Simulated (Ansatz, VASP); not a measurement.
**In: VASP beside Ansatz**

Contents of INCAR:

```
SYSTEM = In
  PREC = Accurate
  ENCUT = 520
  EDIFF = 1E-7
  ISMEAR = -1
  SIGMA = 0.1
  LREAL = .False.
  LASPH = .True.
  NELM = 100
  ALGO = Normal
  ISIF = 2
  LWAVE = .False.
  LCHARG = .True.
  GGA = RE
  LELF = .True.
  LVHAR = .True.
  NBANDS = 12
```

File KPOINTS:

```
Automatic mesh
0
Gamma
  13 13 13
  0 0 0
```

The input POSCAR:

```
In
1.0
    0.0000000000      2.3887913640      2.3887913640
    2.3887913640      0.0000000000      2.3887913640
    2.3887913640      2.3887913640      0.0000000000
In
1
Direct
    0.0000000000      0.0000000000      0.0000000000
```

Input for Ansatz:

```yaml
crystal:
  lattice:
    - [0.0, 2.388791364, 2.388791364]
    - [2.388791364, 0.0, 2.388791364]
    - [2.388791364, 2.388791364, 0.0]
  atoms:
    - { symbol: In, position: [0.0, 0.0, 0.0] }
hamiltonian:
  xc: revpbe
  pseudopotentials:
    kind: paw
    azcp:
      In: "pseudopotentials/In.paw.azcp"
basis:
  ecutwfc: 420
  fft_grid_basis: typed
kpoints:
  mp_grid: { grid: [13, 13, 13], shift: [0, 0, 0] }
magnetization:
  spin_polarized: false
scf:
  occupations: { method: fermi_dirac, width: 0.1 }
  lower_state_search: "off"
output:
  stress: true
```

Alike in both runs: task single point; functional revPBE; k mesh 13 × 13 × 13; occupations fermi-dirac, width 0.1 eV; no spin polarisation.

```csv
,VASP,Ansatz
version,VASP 6.6.1,Ansatz 0.2.0
potentials or method,"VASP PAW PBE potentials, release 64 (In_d), cutoff 520 eV","plane waves (420 eV) with PAW, scalar-relativistic"
valence electrons in the cell,13,13
```

Ansatz gave:

| Property | Result |
| --- | --- |
| pressure (GPa) | 1.5 |

Problem. Which values does VASP return?

Solution. Pressure (GPa): 1.4.

VASP's potentials were made for PBE, not for revPBE. The functional is the same, so the differences come from potentials, cutoffs and numerics.
